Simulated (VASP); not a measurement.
CuF:

```xyz
4
Lattice="2.8645 0.0000 0.0000 -1.4322 2.4807 0.0000 0.0000 0.0000 6.8077" Properties=species:S:1:pos:R:3 pbc="T T T"
Cu    0.0000    1.6538    0.3137
Cu    1.4322    0.8269    3.7175
F     0.0000    1.6538    2.2392
F     1.4322    0.8269    5.6431
```

- Program: VASP 6.6.1
- Task: relaxation of cell and atoms
- Functional: PBEsol
- Potentials or basis: VASP PAW PBE potentials, release 64 (Cu, F)
- Cutoff: 600 eV
- k mesh: 12 × 12 × 4
- Occupations: fermi-dirac, width 0.02 eV
- Spin: no spin polarisation

At the start: pressure -5.9 GPa; volume 12.09 Å³/atom.

Q: How do energy, volume and symmetry change on relaxing?

A: Over 11 steps the energy falls by 19.0 meV/atom and the volume is 11.08 Å³/atom (-8.4 %); space group P6_3mc (No. 186, to 0.1 Å) before and after.

Step by step:
| step | energy change (eV) | largest force (eV/Å) | pressure (GPa) | volume (Å³) |
| --- | --- | --- | --- | --- |
| 1 | 0.0000 | 0.0467 | -5.90 | 48.38 |
| 2 | -0.0540 | 0.1671 | 0.54 | 45.32 |
| 3 | -0.0550 | 0.1519 | -0.30 | 45.66 |
| 4 | -0.0682 | 0.1199 | 0.07 | 44.91 |
| 5 | -0.0684 | 0.1529 | 0.20 | 44.82 |
| 6 | -0.0732 | 0.1046 | -0.34 | 44.75 |
| 7 | -0.0750 | 0.0477 | -0.85 | 44.66 |
| 8 | -0.0752 | 0.0803 | 0.40 | 44.15 |
| 9 | -0.0759 | 0.0199 | -0.19 | 44.39 |
| 10 | -0.0759 | 0.0218 | -0.14 | 44.38 |
| 11 | -0.0760 | 0.0001 | 0.06 | 44.31 |

Final structure:
```
CELL_PARAMETERS angstrom
2.75104 0.00000 0.00000
-1.37552 2.38247 0.00000
0.00000 0.00000 6.76054
ATOMIC_POSITIONS crystal
Cu 0.33333 0.66667 0.04668
Cu 0.66667 0.33333 0.54668
F 0.33333 0.66667 0.32832
F 0.66667 0.33333 0.82832
```

Caveat: the structure was generated, so it needn't be the stable form of CuF; the PAW data sets were made with another functional, which shifts forces and pressure a little.
